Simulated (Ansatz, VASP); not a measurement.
**Two plane-wave programs on WS2**

```xyz
6
Lattice="3.2804 0.0000 0.0000 -1.6402 2.8409 0.0000 0.0000 0.0000 11.6543" Properties=species:S:1:pos:R:3 pbc="T T T"
W     0.0000    1.8939    2.9136
W     1.6402    0.9470    8.7407
S     0.0000    1.8939    7.2290
S     1.6402    0.9470    1.4019
S     0.0000    1.8939   10.2524
S     1.6402    0.9470    4.4253
```

Change from the starting cell: strain +0.040 along x and y, -0.040 along z, atoms carried along.

Alike in both runs: task single point; functional PBE; dispersion D3(BJ); k mesh 12 × 12 × 4; occupations gaussian, width 0.05 eV; no spin polarisation.

```csv
,VASP,Ansatz
version,VASP 6.6.1,Ansatz 0.2.0
potentials or method,"VASP PAW PBE potentials, release 64 (W_sv, S), cutoff 520 eV","scalar-relativistic, plane waves, PAW"
valence electrons in the cell,52,52
```

VASP gave:

```
gap on the k mesh at the Fermi level (eV)                     : 0.31
least direct gap on the mesh (eV)                             : 1.32
pressure (GPa)                                                : -4.9
traceless stress, the component that is largest in VASP (GPa) : 9.37
rms of the force components (eV/Å)                            : 0.147
```

**Question.** Estimate Ansatz's values.

**Answer.** gap on the k mesh at the Fermi level (eV): 0.29; least direct gap on the mesh (eV): 1.31; pressure (GPa): -4.8; traceless stress, the component that is largest in VASP (GPa): 9.37; rms of the force components (eV/Å): 0.147.

Atom by atom the forces differ by 0.000 eV/Å (rms over components).

Spin-orbit coupling is off throughout.
